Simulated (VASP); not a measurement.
# As (R-3m) in VASP: a series of runs

As is run at these levels: PBE0, RPBE, HSE06; tasks: single point.

Everything below comes from runs of VASP 6.6.1. Logs are shortened: lines on timing, memory, paths and dates and some standing lists are left out, and cuts for length are marked.

**1. The cell of the first run**

The structure is trigonal, space group R-3m (No. 166). The conventional cell has a = 3.711 Å, b = 3.711 Å, c = 10.400 Å, α = 90.00°, β = 90.00°, γ = 120.00°. As (site symmetry 3m) has 6 As at 2.47 to 3.09 Å within 3.3 Å.

**2. Single point, PBE0**

Contents of POSCAR:

```
As
1.0
    1.8553776084      1.0712027616      3.4665688483
   -1.8553776084      1.0712027616      3.4665688483
    0.0000000000     -2.1424055233      3.4665688483
As
2
Direct
    0.2260000000      0.2260000000      0.2260000000
    0.7740000000      0.7740000000      0.7740000000
```

Contents of INCAR.step1:

```
PREC = Accurate
ENCUT = 400
EDIFF = 1E-5
ISMEAR = -1
SIGMA = 0.05
LREAL = F
LASPH = T
NELM = 120
ALGO = Normal
ISIF = 2
LWAVE = T
LCHARG = F
GGA = PE
NBANDS = 22
GGA_COMPAT = F
```

Contents of INCAR.step2:

```
PREC = Accurate
ENCUT = 400
EDIFF = 1E-6
ISMEAR = -1
SIGMA = 0.05
LREAL = F
LASPH = T
NELM = 120
ALGO = Normal
ISIF = 2
LWAVE = F
LCHARG = F
GGA = PE
LHFCALC = T
AEXX = 0.25
PRECFOCK = Normal
ISTART = 1
NBANDS = 22
GGA_COMPAT = F
```

Contents of KPOINTS:

```
regular mesh
0
Gamma
  4 4 4
```

Potentials or basis: VASP PAW PBE potentials, release 64 (As_d).

The run is started by

```console
$ cat potpaw_PBE.64/As_d/POTCAR > POTCAR
$ cp INCAR.step1 INCAR
$ mpirun -np 1 vasp_std > vasp.out
$ cp INCAR.step2 INCAR
$ mpirun -np 1 vasp_std > vasp.out
```

OUTCAR:

```text
PREC = Accurate
   ENCUT = 400
   EDIFF = 1E-6
   ISMEAR = -1
   LREAL = F
   LASPH = T
   NELM = 120
   ISIF = 2
   GGA = PE
   LHFCALC = T
   AEXX = 0.25
   PRECFOCK = Normal
   ISTART = 1

 ion  position               nearest neighbor table
   1  0.226  0.226  0.226-   2 2.47   2 2.47   2 2.47
   2  0.774  0.774  0.774-   1 2.47   1 2.47   1 2.47

  LATTYP: Found a trigonal (rhomboedric) cell.
 ALAT       =     4.0751688316
 COS(alpha) =     0.5854247172

  Lattice vectors:

 A1 = (   1.8553776084,   1.0712027616,   3.4665688483)
 A2 = (  -1.8553776084,   1.0712027616,   3.4665688483)
 A3 = (   0.0000000000,  -2.1424055233,   3.4665688483)

Analysis of symmetry for initial positions (statically):
=====================================================================
 Subroutine PRICEL returns:
 Original cell was already a primitive cell.

 Routine SETGRP: Setting up the symmetry group for a
 trigonal (rhombohedral) supercell.

 Subroutine GETGRP returns: Found 12 space group operations
 (whereof 12 operations were pure point group operations)
 out of a pool of 12 trial point group operations.

The static configuration has the point symmetry D_3d.

Analysis of symmetry for dynamics (positions and initial velocities):
=====================================================================
 Subroutine PRICEL returns:
 Original cell was already a primitive cell.

 Routine SETGRP: Setting up the symmetry group for a
 trigonal (rhombohedral) supercell.

 Subroutine GETGRP returns: Found 12 space group operations
 (whereof 12 operations were pure point group operations)
 out of a pool of 12 trial point group operations.

The dynamic configuration has the point symmetry D_3d.

 Subroutine INISYM returns: Found 12 space group operations
 (whereof 12 operations are pure point group operations),
 and found     1 'primitive' translations

----------------------------------------------------------------------------------------

                                     Primitive cell

  volume of cell :      41.3385

  direct lattice vectors                    reciprocal lattice vectors
     1.855377608  1.071202762  3.466568848     0.269486922  0.155588347  0.096156559
    -1.855377608  1.071202762  3.466568848    -0.269486922  0.155588347  0.096156559
     0.000000000 -2.142405523  3.466568848     0.000000000 -0.311176693  0.096156559

  length of vectors
     4.075168832  4.075168832  4.075168832     0.325694671  0.325694671  0.325694671

  position of ions in fractional coordinates (direct lattice)
     0.226000000  0.226000000  0.226000000
     0.774000000  0.774000000  0.774000000

  ion indices of the primitive-cell ions
   primitive index   ion index
                 1           1
                 2           2

----------------------------------------------------------------------------------------

 KPOINTS: regular mesh

Automatic generation of k-mesh.
 Grid dimensions read from file:
 generate k-points for:    4    4    4

 Generating k-lattice:

  Cartesian coordinates                     Fractional coordinates (reciprocal lattice)
     0.067371730  0.038897087  0.024039140     0.250000000  0.000000000  0.000000000
    -0.067371730  0.038897087  0.024039140     0.000000000  0.250000000  0.000000000
     0.000000000 -0.077794173  0.024039140     0.000000000  0.000000000  0.250000000

  Length of vectors
     0.081423668  0.081423668  0.081423668

  Shift w.r.t. Gamma in fractional coordinates (k-lattice)
     0.000000000  0.000000000  0.000000000

 Subroutine IBZKPT returns following result:
 ===========================================

 Found     13 irreducible k-points:

 Following reciprocal coordinates:
            Coordinates               Weight
  0.000000  0.000000  0.000000      1.000000
  0.250000  0.000000  0.000000      6.000000
  0.500000  0.000000  0.000000      3.000000
  0.250000  0.250000  0.000000      6.000000
  0.500000  0.250000 -0.000000     12.000000
 -0.250000  0.250000  0.000000      6.000000
  0.500000  0.500000  0.000000      3.000000
  0.250000  0.250000  0.250000      2.000000
  0.500000  0.250000  0.250000      6.000000
 -0.250000  0.250000  0.250000      6.000000
  0.500000  0.500000  0.250000      6.000000
 -0.250000  0.500000  0.250000      6.000000
  0.500000  0.500000  0.500000      1.000000
   k-points           NKPTS =     13   k-points in BZ     NKDIM =     64   number of bands    NBANDS=     22
   number of dos      NEDOS =    301   number of ions     NIONS =      2
   total plane-waves  NPLWV =  21952
   dimension x,y,z NGX =    28 NGY =   28 NGZ =   28
   dimension x,y,z NGXF=    56 NGYF=   56 NGZF=   56
   ions per type =               2
   NGX,Y,Z   is equivalent  to a cutoff of  11.42, 11.42, 11.42 a.u.
   NGXF,Y,Z  is equivalent  to a cutoff of  22.85, 22.85, 22.85 a.u.
 SYSTEM =  unknown system
   PREC   = accura    normal or accurate (medium, high low for compatibility)
   ISTART =      1    job   : 0-new  1-cont  2-samecut
   ICHARG =      0    charge: 1-file 2-atom 10-const
   ISPIN  =      1    spin polarized calculation?
   LNONCOLLINEAR =      F non collinear calculations
   LSORBIT =      F    spin-orbit coupling
   LASPH  =      T    aspherical Exc in radial PAW
   ENCUT  =  400.0 eV  29.40 Ry    5.42 a.u.   6.65  6.65  6.65*2*pi/ulx,y,z
   NELM   =    120;   NELMIN=  2; NELMDL=  0     # of ELM steps
   EDIFF  = 0.1E-05   stopping-criterion for ELM
   LREAL  =      F    real-space projection
   EDIFFG = 0.1E-04   stopping-criterion for IOM
   NSW    =      0    number of steps for IOM
   IBRION =     -1    ionic relax: 0-MD 1-quasi-New 2-CG
   NFREE  =      0    steps in history (QN), initial steepest desc. (CG)
   ISIF   =      2    stress and relaxation
   ISYM   =      3    0-nonsym 1-usesym 2-fastsym
   POTIM  = 0.5000    time-step for ionic-motion
   TEBEG  =    0.0;   TEEND  =   0.0 temperature during run
   PSTRESS=    0.0 pullay stress
   NELECT =      30.0000    total number of electrons
   NUPDOWN=      -1.0000    fix difference up-down
   EMIN   =  10.00;   EMAX   =-10.00  energy-range for DOS
   EFERMI =   0.00;   METHOD = LEGACY
   ISMEAR =    -1;   SIGMA  =   0.05  broadening in eV -4-tet -1-fermi 0-gaus
   EFERMI_NEDOS =   21; number of points for ismear=-14 and -15
   IALGO  =     38    algorithm
   IMIX   =      1    mixing-type and parameters
     AMIX     =   0.40;   BMIX     =  1.00
     AMIX_MAG =   1.60;   BMIX_MAG =  1.00
  volume/ion in A,a.u.               =      20.67       139.48
  Fermi-wavevector in a.u.,A,eV,Ry     =   1.471172  2.780113 29.447744  2.164348
  Thomas-Fermi vector in A             =   2.586340
   LORBIT       =      0    0 simple, 1 ext, 2 COOP (PROOUT), +10 PAW based schemes
   GGA     = PE    functional components
   LHFCALC =     T    Hartree Fock is set to
   PRECFOCK=normal    Normal, Fast or Accurate (Low or Medium for compatibility)
   ENCUT4O =  -1.0   cutoff for four orbital integrals eV
   NKREDX  =     1    reduce k-point grid by
   NKREDY  =     1    reduce k-point grid by
   NKREDZ  =     1    reduce k-point grid by
   AEXX    =    0.2500 exact exchange contribution
   HFSCREEN=    0.0000 screening length (either q_TF or 0.3 A-1)
   HFSCREENC=   0.0000 screening length for correlation (either q_TF or 0.3 A-1)
   ENCUTFOCK=  -1.0 apply spherical cutoff to Coloumb kernel
   IVDW    =     0    specifies the selected vdW correction
   LEPSILON=     F    determine dielectric tensor
   LRPA    =     F    only Hartree local field effects (RPA)
 non-spin polarized calculation
  energy-cutoff  :      400.00
  volume of cell :       41.34
 maximum number of plane-waves:       760
 NGX is ok and might be reduce to    28
  NGX = 20; NGY = 20; NGZ = 20

 number of electron      29.9999998 magnetization

 Free energy of the ion-electron system (eV)
  ---------------------------------------------------
  ext. energy  EPLUGINS =         0.00000000
  ---------------------------------------------------
  free energy    TOTEN  =       -12.48760201 eV

  energy without entropy =      -12.48759623  energy(sigma->0) =      -12.48759912

 E-fermi :   3.8983     XC(G=0):  -8.5787

 val. band max:        3.4642182380   @ k =   0.5000   0.5000   0.5000
 cond. band min:       4.3846413993   @ k =   0.5000   0.0000   0.0000
 fundamental gap:      0.9204231613
 Fermi energy:         3.8983483662

 k-point     1 :       0.0000    0.0000    0.0000
  band No.  band energies     occupation
      1     -36.5964      2.00000
      2     -36.5964      2.00000
      3     -36.5412      2.00000
      4     -36.5412      2.00000
      5     -36.4973      2.00000
      6     -36.4568      2.00000
[... 14 lines left out ...]
     21      12.5872      0.00000
     22      13.9584      0.00000

 k-point     2 :       0.2500    0.0000    0.0000
  band No.  band energies     occupation
      1     -36.5902      2.00000
      2     -36.5772      2.00000
      3     -36.5338      2.00000
      4     -36.5261      2.00000
      5     -36.4935      2.00000
      6     -36.4671      2.00000
[... 14 lines left out ...]
     21      12.8699      0.00000
     22      17.9699      0.00000

 k-point     3 :       0.5000    0.0000    0.0000
  band No.  band energies     occupation
      1     -36.5828      2.00000
      2     -36.5491      2.00000
      3     -36.5178      2.00000
      4     -36.4996      2.00000
      5     -36.4974      2.00000
      6     -36.4882      2.00000
[... 14 lines left out ...]
     21      17.2557      0.00000
     22      17.3417      0.00000

 k-point     4 :       0.2500    0.2500    0.0000
  band No.  band energies     occupation
      1     -36.5953      2.00000
      2     -36.5710      2.00000
      3     -36.5352      2.00000
      4     -36.5245      2.00000
      5     -36.4924      2.00000
      6     -36.4695      2.00000
[... 14 lines left out ...]
     21      13.8577      0.00000
     22      16.0110      0.00000

 k-point     5 :       0.5000    0.2500   -0.0000
  band No.  band energies     occupation
      1     -36.5907      2.00000
      2     -36.5425      2.00000
      3     -36.5211      2.00000
      4     -36.5126      2.00000
      5     -36.4893      2.00000
      6     -36.4886      2.00000
[... 14 lines left out ...]
     21      16.6352      0.00000
     22      17.8074      0.00000

 k-point     6 :      -0.2500    0.2500    0.0000
  band No.  band energies     occupation
      1     -36.5905      2.00000
      2     -36.5401      2.00000
      3     -36.5221      2.00000
      4     -36.5116      2.00000
      5     -36.4945      2.00000
      6     -36.4878      2.00000
[... 14 lines left out ...]
     21      15.6267      0.00000
     22      17.7469      0.00000

 k-point     7 :       0.5000    0.5000    0.0000
  band No.  band energies     occupation
      1     -36.5940      2.00000
      2     -36.5524      2.00000
      3     -36.5206      2.00000
      4     -36.4978      2.00000
      5     -36.4921      2.00000
      6     -36.4886      2.00000
[... 14 lines left out ...]
     21      17.6836      0.00000
     22      17.8018      0.00000

 k-point     8 :       0.2500    0.2500    0.2500
  band No.  band energies     occupation
      1     -36.5901      2.00000
      2     -36.5901      2.00000
      3     -36.5385      2.00000
      4     -36.5385      2.00000
      5     -36.4947      2.00000
      6     -36.4582      2.00000
[... 14 lines left out ...]
     21      13.0250      0.00000
     22      16.6324      0.00000

 k-point     9 :       0.5000    0.2500    0.2500
  band No.  band energies     occupation
      1     -36.5835      2.00000
      2     -36.5751      2.00000
      3     -36.5307      2.00000
      4     -36.5243      2.00000
      5     -36.4931      2.00000
      6     -36.4666      2.00000
[... 14 lines left out ...]
     21      14.4283      0.00000
     22      16.5973      0.00000

 k-point    10 :      -0.2500    0.2500    0.2500
  band No.  band energies     occupation
      1     -36.5885      2.00000
      2     -36.5507      2.00000
      3     -36.5194      2.00000
      4     -36.4987      2.00000
      5     -36.4926      2.00000
      6     -36.4903      2.00000
[... 14 lines left out ...]
     21      17.8324      0.00000
     22      18.2209      0.00000

 k-point    11 :       0.5000    0.5000    0.2500
  band No.  band energies     occupation
      1     -36.5891      2.00000
      2     -36.5689      2.00000
      3     -36.5320      2.00000
      4     -36.5228      2.00000
      5     -36.4914      2.00000
      6     -36.4696      2.00000
[... 14 lines left out ...]
     21      16.3272      0.00000
     22      17.6876      0.00000

 k-point    12 :      -0.2500    0.5000    0.2500
  band No.  band energies     occupation
      1     -36.5903      2.00000
      2     -36.5449      2.00000
      3     -36.5198      2.00000
      4     -36.5141      2.00000
      5     -36.4898      2.00000
      6     -36.4845      2.00000
[... 14 lines left out ...]
     21      17.9308      0.00000
     22      18.3069      0.00000

 k-point    13 :       0.5000    0.5000    0.5000
  band No.  band energies     occupation
      1     -36.5833      2.00000
      2     -36.5833      2.00000
      3     -36.5357      2.00000
      4     -36.5357      2.00000
      5     -36.4920      2.00000
      6     -36.4593      2.00000
[... 14 lines left out ...]
     21      15.9447      0.00000
     22      17.3867      0.00000

------------------------ aborting loop because EDIFF is reached ----------------------------------------

  FORCE on cell =-STRESS in cart. coord.  units (eV):
  Direction    XX          YY          ZZ          XY          YZ          ZX
  --------------------------------------------------------------------------------------
  -------------------------------------------------------------------------------------
  Total        1.5315083      1.5315083      0.4812254      0.0000000     -0.0000000      0.0000000
  in kB       59.3574006     59.3574006     18.6510820      0.0000000     -0.0000000      0.0000000
  external PRESSURE =      45.7886277 kB  Pullay stress =       0.0000000 kB

 VOLUME and BASIS-vectors are now :
 -----------------------------------------------------------------------------
  energy-cutoff  :      400.00
  volume of cell :       41.34
      direct lattice vectors                 reciprocal lattice vectors
     1.855377608  1.071202762  3.466568848     0.269486922  0.155588347  0.096156559
    -1.855377608  1.071202762  3.466568848    -0.269486922  0.155588347  0.096156559
     0.000000000 -2.142405523  3.466568848     0.000000000 -0.311176693  0.096156559

 POSITION                                       TOTAL-FORCE (eV/Angst)
 -----------------------------------------------------------------------------------
      0.00000     -0.00000      2.35033         0.000000     -0.000000      0.094490
      0.00000     -0.00000      8.04937         0.000000      0.000000     -0.094490
 -----------------------------------------------------------------------------------
    total drift:                               -0.000000     -0.000001      0.000001

  FREE ENERGIE OF THE ION-ELECTRON SYSTEM (eV)
  ---------------------------------------------------
  free  energy   TOTEN  =       -12.4876020057 eV

  energy  without entropy=      -12.4875962329  energy(sigma->0) =      -12.48759912
```

Run time: 20 min. Hardware: 1 thread of Intel Xeon Platinum 8375C at 2.90GHz (Ice Lake), shared host; peak memory 0.15 GiB.

Results:

```yaml
Free_energy: -12.4876 eV
Pressure: 4.6 GPa
Largest_force: 0.094 eV/Å
Band_gap_on_the_k_mesh: 0.92 eV (least direct gap 1.12 eV)
```

Forces on the atoms (eV/Å):
```
As   0.000  0.000  0.094
As   0.000  0.000 -0.094
```

Stress tensor (GPa, compression positive):
```
5.94 0.00 0.00
0.00 5.94 0.00
0.00 0.00 1.87
```

Caveat: the k points lie up to 0.51 Å⁻¹ apart; the PAW data sets were made with another functional, which shifts forces and pressure a little. A k mesh can miss the band edges.

**3. Single point, RPBE**

This run uses another cell than the first one, of 39.81 Å³/atom.

Contents of INCAR:

```
ALGO = Normal
EDIFF = 1E-6
ENCUT = 510
GGA = RP
GGA_COMPAT = F
ISIF = 2
ISMEAR = -1
LASPH = T
LCHARG = F
LREAL = F
LWAVE = F
NBANDS = 22
NELM = 120
PREC = Accurate
SIGMA = 0.05
```

Contents of KPOINTS:

```
k-points
0
Gamma
  9 9 9
```

Contents of POSCAR:

```
As
1.0
    1.8234786593      1.0527858948      6.9131199517
   -1.8234786593      1.0527858948      6.9131199517
    0.0000000000     -2.1055717897      6.9131199517
As
2
Direct
    0.2001589502      0.2001589502      0.2001589502
    0.7998410498      0.7998410498      0.7998410498
```

Potentials or basis: VASP PAW PBE potentials, release 64 (As_d).

The run is started by

```console
$ cat potpaw_PBE.64/As_d/POTCAR > POTCAR
$ mpirun -np 1 vasp_std > vasp.out
```

Wall time 5.4 min (1 thread of Intel Xeon Platinum 8259CL at 2.50GHz (Skylake/Cascade Lake), shared host); peak memory 0.44 GiB.

It converged, with:

```yaml
Free_energy: -8.7995 eV
Pressure: 0.1 GPa
Largest_force: 0.021 eV/Å
Band_gap_on_the_k_mesh: 1.67 eV (least direct gap 1.82 eV)
```

Forces on the atoms (eV/Å):
```
As   0.000  0.000  0.021
As   0.000  0.000 -0.021
```

Levels at points of the mesh, in eV from the valence-band top:
| k point | band 12 | band 13 | band 14 | band 15 | band 16 | band 17 | band 18 | band 19 |
| --- | --- | --- | --- | --- | --- | --- | --- | --- |
| (0.00, 0.00, 0.00) | -6.97 | -0.52 | 0.00 | 0.00 | 2.05 | 3.50 | 3.50 | 6.10 |

Caveat: the PAW data sets were made with another functional, which shifts forces and pressure a little.

(Continued in part 2 of 2.)

The gap in the log of VASP goes by the Fermi energy; the results here count the filled bands.